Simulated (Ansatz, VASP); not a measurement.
InP in VASP and in Ansatz

Contents of INCAR:

```
ALGO     = Normal         # electronic algorithm
EDIFF    = 1E-6           # SCF threshold, eV
ENCUT    = 520            # plane-wave cutoff, eV
GGA      = PE             # functional
ISIF     = 2              # what is computed and relaxed
ISMEAR   = 0              # smearing method
IVDW     = 13             # dispersion correction
LASPH    = T              # aspherical terms in the spheres
LCHARG   = T              # write CHGCAR
LELF     = T              # ELF
LREAL    = F              # projectors in reciprocal space
LVHAR    = T            
LWAVE    = F              # write WAVECAR
NBANDS   = 16             # bands
NELM     = 60             # most SCF steps
PREC     = Accurate       # precision mode
SIGMA    = 0.05           # smearing width, eV
```

The input KPOINTS:

```
k-points
0
Gamma
  8 8 8
```

Contents of POSCAR:

```
InP
1.0
    0.0000000000      2.9373397146      2.9373397146
    2.9373397146      0.0000000000      2.9373397146
    2.9373397146      2.9373397146      0.0000000000
In P
1 1
Direct
    0.0000000000      0.0000000000      0.0000000000
    0.7500000000      0.7500000000      0.7500000000
```

Input for Ansatz:

```yaml
crystal:
  lattice:
    - [0.0, 2.9373397146, 2.9373397146]
    - [2.9373397146, 0.0, 2.9373397146]
    - [2.9373397146, 2.9373397146, 0.0]
  atoms:
    - { symbol: In, position: [0.0, 0.0, 0.0] }
    - { symbol: P, position: [0.75, 0.75, 0.75] }
basis:
  ecutwfc: 420
  ecutrho_ratio: 4
kpoints:
  mp_grid: { grid: [8, 8, 8] }
hamiltonian:
  xc: pbe
  dispersion: d4
scf:
  occupations: { method: gaussian, width: 0.05 }
output:
  forces: true
  stress: true
  eigenvalues: true
```

Alike in both runs: task single point; functional PBE; dispersion D4; k mesh 8 × 8 × 8; occupations gaussian, width 0.05 eV; no spin polarisation.

|  | VASP | Ansatz |
| --- | --- | --- |
| version | VASP 6.6.1 | Ansatz 0.2.0 |
| potentials or method | VASP PAW PBE potentials, release 64 (In_d, P), cutoff 520 eV | scalar-relativistic, plane waves, PAW |
| valence electrons in the cell | 18 | 18 |

```tsv
	VASP	Ansatz	Ansatz less VASP
gap on the k mesh at the Fermi level (eV)	0.67	0.68	+0.003
least direct gap on the mesh (eV)	0.67	0.68	+0.003
pressure (GPa)	0.5	0.6	+0.06
```
